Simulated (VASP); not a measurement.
# CdF2 (Fm-3m) in VASP: a series of runs

Aim: see how the results for CdF2 move with the level of theory and the settings. Levels: LDA, r2SCAN, PBEsol. Tasks: single point.

All numbers are computed with VASP 6.6.1; they aren't measurements. Logs are shortened: lines on timing, memory, paths and dates and some standing lists are left out, and cuts for length are marked.

### Step 1. The cell of the first run

It takes space group Fm-3m (No. 225, cubic). The conventional cell has a = 5.278 Å, b = 5.278 Å, c = 5.278 Å, α = 90.00°, β = 90.00°, γ = 90.00°. Within 3.0 Å of Cd (site symmetry m-3m) lie 8 F at 2.29 Å. Within 3.0 Å of F (site symmetry -43m) lie 4 Cd at 2.29 Å and 6 F at 2.64 Å.

### Step 2. Single point, LDA

File INCAR:

```
PREC = Accurate ; ENCUT = 700
EDIFF = 1E-6 ; ISMEAR = -1
SIGMA = 0.05 ; LREAL = F
LASPH = T ; NELM = 120
ALGO = Normal ; ISIF = 2
LWAVE = F ; LCHARG = F
GGA = CA ; NBANDS = 24
GGA_COMPAT = F
```

File KPOINTS:

```
regular mesh
0
Gamma
  9 9 9
```

File POSCAR:

```
CdF2
1.0
    0.0000000000      2.6390049769      2.6390049769
    2.6390049769      0.0000000000      2.6390049769
    2.6390049769      2.6390049769      0.0000000000
Cd F
1 2
Direct
    0.0000000000      0.0000000000      0.0000000000
    0.7500000000      0.7500000000      0.7500000000
    0.2500000000      0.2500000000      0.2500000000
```

Potentials or basis: VASP PAW LDA potentials, release 64 (Cd_sv_GW, F).

Started as:

```bash
> cat potpaw_LDA.64/Cd_sv_GW/POTCAR potpaw_LDA.64/F/POTCAR > POTCAR
> mpirun -np 1 vasp_std > vasp.out
```

OUTCAR:

```text
PREC = Accurate
   ENCUT = 700
   EDIFF = 1E-6
   ISMEAR = -1
   LREAL = F
   LASPH = T
   NELM = 120
   ISIF = 2
   GGA = CA

 ion  position               nearest neighbor table
   1  0.000  0.000  0.000-   2 2.29   2 2.29   2 2.29   2 2.29   3 2.29   3 2.29   3 2.29   3 2.29

   2  0.750  0.750  0.750-   1 2.29   1 2.29   1 2.29   1 2.29
   3  0.250  0.250  0.250-   1 2.29   1 2.29   1 2.29   1 2.29

  LATTYP: Found a face centered cubic cell.
 ALAT       =     5.2780099538

  Lattice vectors:

 A1 = (   0.0000000000,   2.6390049769,   2.6390049769)
 A2 = (   2.6390049769,   0.0000000000,   2.6390049769)
 A3 = (   2.6390049769,   2.6390049769,   0.0000000000)

Analysis of symmetry for initial positions (statically):
=====================================================================
 Subroutine PRICEL returns:
 Original cell was already a primitive cell.

 Routine SETGRP: Setting up the symmetry group for a
 face centered cubic supercell.

 Subroutine GETGRP returns: Found 48 space group operations
 (whereof 48 operations were pure point group operations)
 out of a pool of 48 trial point group operations.

The static configuration has the point symmetry O_h .

Analysis of symmetry for dynamics (positions and initial velocities):
=====================================================================
 Subroutine PRICEL returns:
 Original cell was already a primitive cell.

 Routine SETGRP: Setting up the symmetry group for a
 face centered cubic supercell.

 Subroutine GETGRP returns: Found 48 space group operations
 (whereof 48 operations were pure point group operations)
 out of a pool of 48 trial point group operations.

The dynamic configuration has the point symmetry O_h .

 Subroutine INISYM returns: Found 48 space group operations
 (whereof 48 operations are pure point group operations),
 and found     1 'primitive' translations

----------------------------------------------------------------------------------------

                                     Primitive cell

  volume of cell :      36.7579

  direct lattice vectors                    reciprocal lattice vectors
     0.000000000  2.639004977  2.639004977    -0.189465349  0.189465349  0.189465349
     2.639004977  0.000000000  2.639004977     0.189465349 -0.189465349  0.189465349
     2.639004977  2.639004977  0.000000000     0.189465349  0.189465349 -0.189465349

  length of vectors
     3.732116630  3.732116630  3.732116630     0.328163611  0.328163611  0.328163611

  position of ions in fractional coordinates (direct lattice)
     0.000000000  0.000000000  0.000000000
     0.750000000  0.750000000  0.750000000
     0.250000000  0.250000000  0.250000000

  ion indices of the primitive-cell ions
   primitive index   ion index
                 1           1
                 2           2
                 3           3

----------------------------------------------------------------------------------------

 KPOINTS: regular mesh

Automatic generation of k-mesh.
 Grid dimensions read from file:
 generate k-points for:    9    9    9

 Generating k-lattice:

  Cartesian coordinates                     Fractional coordinates (reciprocal lattice)
    -0.021051705  0.021051705  0.021051705     0.111111111  0.000000000  0.000000000
     0.021051705 -0.021051705  0.021051705     0.000000000  0.111111111  0.000000000
     0.021051705  0.021051705 -0.021051705     0.000000000  0.000000000  0.111111111

  Length of vectors
     0.036462623  0.036462623  0.036462623

  Shift w.r.t. Gamma in fractional coordinates (k-lattice)
     0.000000000  0.000000000  0.000000000

 Subroutine IBZKPT returns following result:
 ===========================================

 Found     35 irreducible k-points:

 Following reciprocal coordinates:
            Coordinates               Weight
  0.000000  0.000000  0.000000      1.000000
  0.111111  0.000000  0.000000      8.000000
  0.222222  0.000000  0.000000      8.000000
  0.333333  0.000000  0.000000      8.000000
  0.444444  0.000000  0.000000      8.000000
  0.111111  0.111111  0.000000      6.000000
[... 16 lines left out ...]
 -0.333333  0.333333  0.000000     12.000000
  0.444444  0.444444  0.000000      6.000000
 [... further k-points ...]
   k-points           NKPTS =     35   k-points in BZ     NKDIM =     35   number of bands    NBANDS=     24
   number of dos      NEDOS =    301   number of ions     NIONS =      3
   total plane-waves  NPLWV =  32768
   dimension x,y,z NGX =    32 NGY =   32 NGZ =   32
   dimension x,y,z NGXF=    64 NGYF=   64 NGZF=   64
   ions per type =               1   2
   NGX,Y,Z   is equivalent  to a cutoff of  14.25, 14.25, 14.25 a.u.
   NGXF,Y,Z  is equivalent  to a cutoff of  28.51, 28.51, 28.51 a.u.
 SYSTEM =  unknown system
   PREC   = accura    normal or accurate (medium, high low for compatibility)
   ISTART =      0    job   : 0-new  1-cont  2-samecut
   ICHARG =      2    charge: 1-file 2-atom 10-const
   ISPIN  =      1    spin polarized calculation?
   LNONCOLLINEAR =      F non collinear calculations
   LSORBIT =      F    spin-orbit coupling
   LASPH  =      T    aspherical Exc in radial PAW
   ENCUT  =  700.0 eV  51.45 Ry    7.17 a.u.   8.05  8.05  8.05*2*pi/ulx,y,z
   NELM   =    120;   NELMIN=  2; NELMDL= -5     # of ELM steps
   EDIFF  = 0.1E-05   stopping-criterion for ELM
   LREAL  =      F    real-space projection
[... 7 lines left out ...]
   TEBEG  =    0.0;   TEEND  =   0.0 temperature during run
   PSTRESS=    0.0 pullay stress
   NELECT =      34.0000    total number of electrons
   NUPDOWN=      -1.0000    fix difference up-down
   EMIN   =  10.00;   EMAX   =-10.00  energy-range for DOS
   EFERMI =   0.00;   METHOD = LEGACY
   ISMEAR =    -1;   SIGMA  =   0.05  broadening in eV -4-tet -1-fermi 0-gaus
   EFERMI_NEDOS =   21; number of points for ismear=-14 and -15
   IALGO  =     38    algorithm
   IMIX   =      4    mixing-type and parameters
     AMIX     =   0.40;   BMIX     =  1.00
     AMIX_MAG =   1.60;   BMIX_MAG =  1.00
  volume/ion in A,a.u.               =      12.25        82.68
  Fermi-wavevector in a.u.,A,eV,Ry     =   1.595087  3.014277 34.617320  2.544301
  Thomas-Fermi vector in A             =   2.693060
   LORBIT       =      0    0 simple, 1 ext, 2 COOP (PROOUT), +10 PAW based schemes
   GGA     = CA    functional components
   LHFCALC =     F    Hartree Fock is set to
   AEXX    =    0.0000 exact exchange contribution
   IVDW    =     0    specifies the selected vdW correction
   LEPSILON=     F    determine dielectric tensor
   LRPA    =     F    only Hartree local field effects (RPA)
 non-spin polarized calculation
  energy-cutoff  :      700.00
  volume of cell :       36.76
 maximum number of plane-waves:      1565
   NGX = 17   NGY = 17   NGZ = 17

 number of electron      33.9999995 magnetization

 Free energy of the ion-electron system (eV)
  ---------------------------------------------------
  ext. energy  EPLUGINS =         0.00000000
  ---------------------------------------------------
  free energy    TOTEN  =       -12.82448567 eV

  energy without entropy =      -12.82448567  energy(sigma->0) =      -12.82448567

 E-fermi :   2.2474     XC(G=0): -11.6421

 val. band max:        0.8268736392   @ k =  -0.3333   0.4444   0.2222
 cond. band min:       3.8923675404   @ k =   0.0000   0.0000   0.0000
 fundamental gap:      3.0654939012
 Fermi energy:         2.2474169262

 k-point     1 :       0.0000    0.0000    0.0000
  band No.  band energies     occupation
      1     -96.7956      2.00000
      2     -58.2185      2.00000
      3     -58.2185      2.00000
      4     -58.2185      2.00000
      5     -19.9641      2.00000
      6     -18.5948      2.00000
[... 16 lines left out ...]
     23      20.8370      0.00000
     24      20.8370      0.00000

 k-point     2 :       0.1111    0.0000    0.0000
  band No.  band energies     occupation
      1     -96.7957      2.00000
      2     -58.2189      2.00000
      3     -58.2186      2.00000
      4     -58.2186      2.00000
      5     -19.9150      2.00000
      6     -18.6394      2.00000
[... 16 lines left out ...]
     23      20.4999      0.00000
     24      20.4999      0.00000

 k-point     3 :       0.2222    0.0000    0.0000
  band No.  band energies     occupation
      1     -96.7957      2.00000
      2     -58.2200      2.00000
      3     -58.2187      2.00000
      4     -58.2187      2.00000
      5     -19.7788      2.00000
      6     -18.7612      2.00000
[... 16 lines left out ...]
     23      19.8879      0.00000
     24      20.5722      0.00000

 k-point     4 :       0.3333    0.0000    0.0000
  band No.  band energies     occupation
      1     -96.7956      2.00000
      2     -58.2213      2.00000
      3     -58.2189      2.00000
      4     -58.2189      2.00000
      5     -19.5851      2.00000
      6     -18.9344      2.00000
[... 16 lines left out ...]
     23      19.3923      0.00000
     24      20.2719      0.00000

 k-point     5 :       0.4444    0.0000    0.0000
  band No.  band energies     occupation
      1     -96.7956      2.00000
      2     -58.2221      2.00000
      3     -58.2191      2.00000
      4     -58.2191      2.00000
      5     -19.3729      2.00000
      6     -19.1308      2.00000
[... 16 lines left out ...]
     23      19.1248      0.00000
     24      19.6966      0.00000

 k-point     6 :       0.1111    0.1111    0.0000
  band No.  band energies     occupation
      1     -96.7957      2.00000
      2     -58.2189      2.00000
      3     -58.2186      2.00000
      4     -58.2186      2.00000
      5     -19.8994      2.00000
      6     -18.6527      2.00000
[... 16 lines left out ...]
     23      20.4370      0.00000
     24      20.9001      0.00000
[... 379 lines left out ...]
 k-point    21 :       0.4444    0.3333    0.0000
  band No.  band energies     occupation
      1     -96.7956      2.00000
      2     -58.2218      2.00000
      3     -58.2199      2.00000
      4     -58.2197      2.00000
      5     -19.4261      2.00000
      6     -19.0290      2.00000
[... 16 lines left out ...]
     23      21.3642      0.00000
     24      21.4198      0.00000

 k-point    22 :      -0.4444    0.3333    0.0000
  band No.  band energies     occupation
      1     -96.7956      2.00000
      2     -58.2217      2.00000
      3     -58.2205      2.00000
      4     -58.2197      2.00000
      5     -19.3176      2.00000
      6     -19.1274      2.00000
[... 16 lines left out ...]
     23      21.3992      0.00000
     24      21.7623      0.00000

 k-point    23 :      -0.3333    0.3333    0.0000
  band No.  band energies     occupation
      1     -96.7956      2.00000
      2     -58.2212      2.00000
      3     -58.2211      2.00000
      4     -58.2195      2.00000
      5     -19.2414      2.00000
      6     -19.2129      2.00000
[... 16 lines left out ...]
     23      20.3341      0.00000
     24      22.3962      0.00000

 k-point    24 :       0.4444    0.4444    0.0000
  band No.  band energies     occupation
      1     -96.7956      2.00000
      2     -58.2222      2.00000
      3     -58.2199      2.00000
      4     -58.2199      2.00000
      5     -19.3912      2.00000
      6     -19.0460      2.00000
[... 16 lines left out ...]
     23      20.7685      0.00000
     24      21.5696      0.00000

 [... further k-points ...]
[... 5 lines left out ...]
  --------------------------------------------------------------------------------------
  -------------------------------------------------------------------------------------
  Total        0.2939478      0.2939478      0.2939478      0.0000000      0.0000000      0.0000000
  in kB       12.8123908     12.8123908     12.8123908      0.0000000      0.0000000      0.0000000
  external PRESSURE =      12.8123908 kB  Pullay stress =       0.0000000 kB

 VOLUME and BASIS-vectors are now :
 -----------------------------------------------------------------------------
  energy-cutoff  :      700.00
  volume of cell :       36.76
      direct lattice vectors                 reciprocal lattice vectors
     0.000000000  2.639004977  2.639004977    -0.189465349  0.189465349  0.189465349
     2.639004977  0.000000000  2.639004977     0.189465349 -0.189465349  0.189465349
     2.639004977  2.639004977  0.000000000     0.189465349  0.189465349 -0.189465349

 POSITION                                       TOTAL-FORCE (eV/Angst)
 -----------------------------------------------------------------------------------
      0.00000      0.00000      0.00000        -0.000000     -0.000000     -0.000000
      3.95851      3.95851      3.95851         0.000000     -0.000000     -0.000000
      1.31950      1.31950      1.31950         0.000000      0.000000      0.000000
 -----------------------------------------------------------------------------------
    total drift:                                0.000000     -0.000000      0.000000

  FREE ENERGIE OF THE ION-ELECTRON SYSTEM (eV)
  ---------------------------------------------------
  free  energy   TOTEN  =       -12.8244856670 eV

  energy  without entropy=      -12.8244856670  energy(sigma->0) =      -12.82448567
```

Run time: 28 s. Hardware: 1 thread of Intel Xeon Platinum 8259CL at 2.50GHz (Skylake/Cascade Lake), shared host; peak memory 0.19 GiB.

What came out:

| Item | Value |
| --- | --- |
| Free energy | -12.8245 eV |
| Pressure | 1.3 GPa |
| Band gap on the k mesh | 3.07 eV (least direct gap 3.43 eV) |

Caveat: an odd mesh through Γ misses points on the zone boundary, where band edges can lie.

(Part 1 of 2 ends here.)
